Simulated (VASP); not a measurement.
# SnO2 (P4_2/mnm) in VASP: further runs

Runs on SnO2. Level: r2SCAN. Tasks: relaxation of cell and atoms, relaxation of shape and atoms at fixed volume.

Program: VASP 6.6.1. These are calculated values, not measurements. Logs are shortened: lines on timing, memory, paths and dates and some standing lists are left out, and cuts for length are marked.

## 1. The cell of the first run

It takes space group P4_2/mnm (No. 136, tetragonal). The conventional cell has a = 4.760 Å, b = 4.760 Å, c = 3.201 Å, α = 90.00°, β = 90.00°, γ = 90.00°. Within 2.7 Å of Sn (site symmetry mmm) lie 6 O at 2.06 to 2.07 Å. O (site symmetry m2m) has 3 Sn at 2.06 to 2.07 Å and 1 O at 2.61 Å within 2.7 Å.

## 2. Relaxation of cell and atoms, r2SCAN

Contents of POSCAR:

```
SnO2
1.0
    4.7599425467      0.0000000000      0.0000000000
    0.0000000000      4.7599425467      0.0000000000
    0.0000000000      0.0000000000      3.2008135230
Sn O
2 4
Direct
    0.0000000000      0.0000000000      0.0000000000
    0.5000000000      0.5000000000      0.5000000000
    0.3059109373      0.3059109373      0.0000000000
    0.1940890627      0.8059109373      0.5000000000
    0.6940890627      0.6940890627      0.0000000000
    0.8059109373      0.1940890627      0.5000000000
```

Contents of INCAR.step1:

```
SYSTEM = SnO2
PREC = Accurate ; ENCUT = 600
ISMEAR = 0 ; SIGMA = 0.01
LREAL = .False. ; LASPH = .True.
NELM = 100 ; GGA = PE
ALGO = Normal ; EDIFF = 1E-4
LWAVE = .True. ; LCHARG = .False.
```

Contents of INCAR.step2:

```
SYSTEM = SnO2
PREC = Accurate ; ENCUT = 600
EDIFF = 1E-6 ; ISMEAR = 0
SIGMA = 0.01 ; LREAL = .False.
LASPH = .True. ; NELM = 100
ALGO = Normal ; ISIF = 3
LWAVE = .False. ; LCHARG = .False.
METAGGA = R2SCAN ; LMIXTAU = .True.
IBRION = 2 ; NSW = 80
EDIFFG = -0.001 ; ISTART = 1
```

Contents of KPOINTS:

```
regular mesh
0
Gamma
  6 6 8
  0 0 0
```

Potentials or basis: VASP PAW PBE potentials, release 64 (Sn_d, O).

Run with:

```
> cat potpaw_PBE.64/Sn_d/POTCAR potpaw_PBE.64/O/POTCAR > POTCAR
> cp INCAR.step1 INCAR
> mpirun -np 1 vasp_std > vasp.out
> cp INCAR.step2 INCAR
> mpirun -np 1 vasp_std > vasp.out
```

OUTCAR:

```text
SYSTEM = SnO2
   PREC = Accurate
   ENCUT = 600
   EDIFF = 1E-6
   ISMEAR = 0
   LREAL = .False.
   LASPH = .True.
   NELM = 100
   ISIF = 3
   METAGGA = R2SCAN
   IBRION = 2
   NSW = 80
   EDIFFG = -0.001
   ISTART = 1

 ion  position               nearest neighbor table
   1  0.000  0.000  0.000-   3 2.06   5 2.06   4 2.07   6 2.07   4 2.07   6 2.07   2 3.73   2 3.73
                             2 3.73   2 3.73   2 3.73   2 3.73   2 3.73   2 3.73
   2  0.500  0.500  0.500-   4 2.06   6 2.06   5 2.07   3 2.07   3 2.07   5 2.07   1 3.73   1 3.73
                             1 3.73   1 3.73   1 3.73   1 3.73   1 3.73   1 3.73
   3  0.306  0.306  0.000-   1 2.06   2 2.07   2 2.07
   4  0.194  0.806  0.500-   2 2.06   1 2.07   1 2.07
   5  0.694  0.694  0.000-   1 2.06   2 2.07   2 2.07
   6  0.806  0.194  0.500-   2 2.06   1 2.07   1 2.07

  LATTYP: Found a simple tetragonal cell.
 ALAT       =     4.7599425467
 C/A-ratio  =     0.6724479322

  Lattice vectors:

 A1 = (   4.7599425467,   0.0000000000,   0.0000000000)
 A2 = (   0.0000000000,   4.7599425467,   0.0000000000)
 A3 = (   0.0000000000,   0.0000000000,   3.2008135230)

Analysis of symmetry for initial positions (statically):
=====================================================================
 Subroutine PRICEL returns:
 Original cell was already a primitive cell.

 Routine SETGRP: Setting up the symmetry group for a
 simple tetragonal supercell.

 Subroutine GETGRP returns: Found 16 space group operations
 (whereof  8 operations were pure point group operations)
 out of a pool of 16 trial point group operations.

The static configuration has the point symmetry D_2h.
 The point group associated with its full space group is D_4h.

Analysis of symmetry for dynamics (positions and initial velocities):
=====================================================================
 Subroutine PRICEL returns:
 Original cell was already a primitive cell.

 Routine SETGRP: Setting up the symmetry group for a
 simple tetragonal supercell.

 Subroutine GETGRP returns: Found 16 space group operations
 (whereof  8 operations were pure point group operations)
 out of a pool of 16 trial point group operations.

The dynamic configuration has the point symmetry D_2h.
 The point group associated with its full space group is D_4h.

 Subroutine INISYM returns: Found 16 space group operations
 (whereof  8 operations are pure point group operations),
 and found     1 'primitive' translations

----------------------------------------------------------------------------------------

                                     Primitive cell

  volume of cell :      72.5210

  direct lattice vectors                    reciprocal lattice vectors
     4.759942547  0.000000000  0.000000000     0.210086569  0.000000000  0.000000000
     0.000000000  4.759942547  0.000000000     0.000000000  0.210086569  0.000000000
     0.000000000  0.000000000  3.200813523     0.000000000  0.000000000  0.312420575

  length of vectors
     4.759942547  4.759942547  3.200813523     0.210086569  0.210086569  0.312420575

  position of ions in fractional coordinates (direct lattice)
     0.000000000  0.000000000  0.000000000
     0.500000000  0.500000000  0.500000000
     0.305910937  0.305910937  0.000000000
     0.194089063  0.805910937  0.500000000
     0.694089063  0.694089063  0.000000000
     0.805910937  0.194089063  0.500000000

  ion indices of the primitive-cell ions
   primitive index   ion index
                 1           1
                 2           2
                 3           3
                 4           4
                 5           5
                 6           6

----------------------------------------------------------------------------------------

 KPOINTS: regular mesh

Automatic generation of k-mesh.
 Grid dimensions read from file:
 generate k-points for:    6    6    8

 Generating k-lattice:

  Cartesian coordinates                     Fractional coordinates (reciprocal lattice)
     0.035014428  0.000000000  0.000000000     0.166666667  0.000000000  0.000000000
     0.000000000  0.035014428  0.000000000     0.000000000  0.166666667  0.000000000
     0.000000000  0.000000000  0.039052572     0.000000000  0.000000000  0.125000000

  Length of vectors
     0.035014428  0.035014428  0.039052572

  Shift w.r.t. Gamma in fractional coordinates (k-lattice)
     0.000000000  0.000000000  0.000000000

 Subroutine IBZKPT returns following result:
 ===========================================

 Found     50 irreducible k-points:

 Following reciprocal coordinates:
            Coordinates               Weight
  0.000000  0.000000  0.000000      1.000000
  0.166667  0.000000  0.000000      4.000000
  0.333333  0.000000  0.000000      4.000000
  0.500000  0.000000  0.000000      2.000000
  0.166667  0.166667  0.000000      4.000000
  0.333333  0.166667  0.000000      8.000000
[... 16 lines left out ...]
  0.333333  0.000000  0.250000      8.000000
  0.500000  0.000000  0.250000      4.000000
 [... further k-points ...]
   k-points           NKPTS =     50   k-points in BZ     NKDIM =     50   number of bands    NBANDS=     31
   number of dos      NEDOS =    301   number of ions     NIONS =      6
   total plane-waves  NPLWV =  44800
   dimension x,y,z NGX =    40 NGY =   40 NGZ =   28
   dimension x,y,z NGXF=    80 NGYF=   80 NGZF=   56
   ions per type =               2   4
   NGX,Y,Z   is equivalent  to a cutoff of  13.97, 13.97, 14.54 a.u.
   NGXF,Y,Z  is equivalent  to a cutoff of  27.94, 27.94, 29.09 a.u.
 SYSTEM =  SnO2
   PREC   = accura    normal or accurate (medium, high low for compatibility)
   ISTART =      1    job   : 0-new  1-cont  2-samecut
   ICHARG =      0    charge: 1-file 2-atom 10-const
   ISPIN  =      1    spin polarized calculation?
   LNONCOLLINEAR =      F non collinear calculations
   LSORBIT =      F    spin-orbit coupling
   LASPH  =      T    aspherical Exc in radial PAW
   ENCUT  =  600.0 eV  44.10 Ry    6.64 a.u.   9.51  9.51  6.39*2*pi/ulx,y,z
   NELM   =    100;   NELMIN=  2; NELMDL=  0     # of ELM steps
   EDIFF  = 0.1E-05   stopping-criterion for ELM
   LREAL  =      F    real-space projection
   EDIFFG = -.1E-02   stopping-criterion for IOM
   NSW    =     80    number of steps for IOM
   IBRION =      2    ionic relax: 0-MD 1-quasi-New 2-CG
   NFREE  =      1    steps in history (QN), initial steepest desc. (CG)
   ISIF   =      3    stress and relaxation
   ISYM   =      2    0-nonsym 1-usesym 2-fastsym
   POTIM  = 0.5000    time-step for ionic-motion
   TEBEG  =    0.0;   TEEND  =   0.0 temperature during run
   PSTRESS=    0.0 pullay stress
   NELECT =      52.0000    total number of electrons
   NUPDOWN=      -1.0000    fix difference up-down
   EMIN   =  10.00;   EMAX   =-10.00  energy-range for DOS
   EFERMI =   0.00;   METHOD = LEGACY
   ISMEAR =     0;   SIGMA  =   0.01  broadening in eV -4-tet -1-fermi 0-gaus
   EFERMI_NEDOS =   21; number of points for ismear=-14 and -15
   IALGO  =     38    algorithm
   IMIX   =      4    mixing-type and parameters
     AMIX     =   0.40;   BMIX     =  1.00
     AMIX_MAG =   1.60;   BMIX_MAG =  1.00
  volume/ion in A,a.u.               =      12.09        81.57
  Fermi-wavevector in a.u.,A,eV,Ry     =   1.465282  2.768982 29.212425  2.147053
  Thomas-Fermi vector in A             =   2.581158
   LORBIT       =      0    0 simple, 1 ext, 2 COOP (PROOUT), +10 PAW based schemes
   METAGGA = R2SCAN    functional components
   LHFCALC =     F    Hartree Fock is set to
   AEXX    =    0.0000 exact exchange contribution
   IVDW    =     0    specifies the selected vdW correction
   LEPSILON=     F    determine dielectric tensor
   LRPA    =     F    only Hartree local field effects (RPA)
 conjugate gradient relaxation of ions
 non-spin polarized calculation
 Gauss-broadening in eV      SIGMA  =   0.01
  energy-cutoff  :      600.00
  volume of cell :       72.52
 maximum number of plane-waves:      2453
 NGX is ok and might be reduce to    40
   NGX = 19   NGY = 19   NGZ = 13

--------------------------------------- Ionic step        1  -------------------------------------------

 number of electron      52.0000006 magnetization

 Free energy of the ion-electron system (eV)
  ---------------------------------------------------
  ext. energy  EPLUGINS =         0.00000000
  ---------------------------------------------------
  free energy    TOTEN  =       -84.64450703 eV

  energy without entropy =      -84.64450703  energy(sigma->0) =      -84.64450703

------------------------ aborting loop because EDIFF is reached ----------------------------------------

  FORCE on cell =-STRESS in cart. coord.  units (eV):
  Direction    XX          YY          ZZ          XY          YZ          ZX
  --------------------------------------------------------------------------------------
  -------------------------------------------------------------------------------------
  Total        0.3333151      0.3333151      0.5650884      0.0000000      0.0000000      0.0000000
  in kB        7.3637975      7.3637975     12.4842708      0.0000000      0.0000000      0.0000000
  external PRESSURE =       9.0706219 kB  Pullay stress =       0.0000000 kB
[... 185 lines left out ...]
  energy  without entropy=      -84.6454518018  energy(sigma->0) =      -84.64545180

--------------------------------------- Ionic step        6  -------------------------------------------

 number of electron      52.0000006 magnetization

 Free energy of the ion-electron system (eV)
  ---------------------------------------------------
  ext. energy  EPLUGINS =         0.00000000
  ---------------------------------------------------
  free energy    TOTEN  =       -84.64545202 eV

  energy without entropy =      -84.64545202  energy(sigma->0) =      -84.64545202

 E-fermi :   5.6548     XC(G=0): -11.9466

 val. band max:        5.5104249300   @ k =   0.0000   0.0000   0.0000
 cond. band min:       7.2539661776   @ k =   0.0000   0.0000   0.0000
 fundamental gap:      1.7435412476
 Fermi energy:         5.6548400295

 k-point     1 :       0.0000    0.0000    0.0000
  band No.  band energies     occupation
      1     -16.2183      2.00000
      2     -15.3098      2.00000
      3     -15.0232      2.00000
      4     -15.0232      2.00000
      5     -15.0020      2.00000
      6     -14.9638      2.00000
[... 805 lines left out ...]
     30      15.0072      0.00000
     31      15.8511      0.00000

 [... further k-points ...]

------------------------ aborting loop because EDIFF is reached ----------------------------------------

  FORCE on cell =-STRESS in cart. coord.  units (eV):
  Direction    XX          YY          ZZ          XY          YZ          ZX
  --------------------------------------------------------------------------------------
  -------------------------------------------------------------------------------------
  Total        0.0009306      0.0009306     -0.0006793     -0.0000000      0.0000000      0.0000000
  in kB        0.0204784      0.0204784     -0.0149483     -0.0000000      0.0000000      0.0000000
  external PRESSURE =       0.0086695 kB  Pullay stress =       0.0000000 kB
[... 21 lines left out ...]
  FREE ENERGIE OF THE ION-ELECTRON SYSTEM (eV)
  ---------------------------------------------------
  free  energy   TOTEN  =       -84.6454520191 eV

  energy  without entropy=      -84.6454520191  energy(sigma->0) =      -84.64545202

 reached required accuracy - stopping structural energy minimisation
```

Run time: 47 min. Hardware: 1 thread of Oxide Virtual Turin-like, shared host; peak memory 0.27 GiB.

What came out:

```
Free energy                           : -84.6455 eV
Relaxed volume                        : 12.13 Å³/atom
Relaxed cell                          : a = 4.764 Å, b = 4.764 Å, c = 3.207 Å, α = 90.00°, β = 90.00°, γ = 90.00°
Space group after relaxing (to 0.1 Å) : P4_2/mnm (No. 136)
Energy gained by relaxing             : 0.2 meV/atom
Ionic steps                           : 6
Pressure after relaxing               : 0.0 GPa
Band gap on the k mesh                : 1.74 eV
```

Step by step:
```
step  energy change (eV)  largest force (eV/Å)  pressure (GPa)  volume (Å³)
   1              0.0000                0.0280            0.91        72.52
   2              0.0010                0.0441           -1.34        73.24
   3             -0.0009                0.0027           -0.03        72.82
   4             -0.0009                0.0022            0.00        72.81
   5             -0.0009                0.0010            0.00        72.81
   6             -0.0009                0.0008            0.00        72.81
```

Final structure:
```
Sn O
1.0
     4.76443    0.00000    0.00000
     0.00000    4.76443    0.00000
     0.00000    0.00000    3.20736
Sn O
2 4
Cartesian
  0.0000 0.0000 0.0000
  2.3822 2.3822 1.6037
  1.4572 1.4572 0.0000
  0.9250 3.8394 1.6037
  3.3072 3.3072 0.0000
  3.8394 0.9250 1.6037
```

Levels at points of the mesh, in eV from the valence-band top:
| k point | band 24 | band 25 | band 26 | band 27 | band 28 | band 29 |
| --- | --- | --- | --- | --- | --- | --- |
| (0.00, 0.00, 0.00) | -0.77 | -0.77 | 0.00 | 1.74 | 6.77 | 7.02 |
| (0.50, 0.00, 0.00) | -1.17 | -0.62 | -0.62 | 4.96 | 4.96 | 7.78 |
| (0.50, 0.50, 0.00) | -1.30 | -0.91 | -0.91 | 5.40 | 5.40 | 8.18 |
| (0.00, 0.00, 0.50) | -1.66 | -1.26 | -1.26 | 6.82 | 6.82 | 10.50 |
| (0.50, 0.00, 0.50) | -1.10 | -0.69 | -0.69 | 7.10 | 7.10 | 8.82 |
| (0.50, 0.50, 0.50) | -0.95 | -0.85 | -0.85 | 5.48 | 5.48 | 9.63 |

Caveat: the PAW data sets were made with another functional, which shifts forces and pressure a little; spin-orbit coupling is left out, which moves the levels of the heavy elements. Zero-point motion and thermal expansion aren't in these numbers.

[end of part 1 of 2]
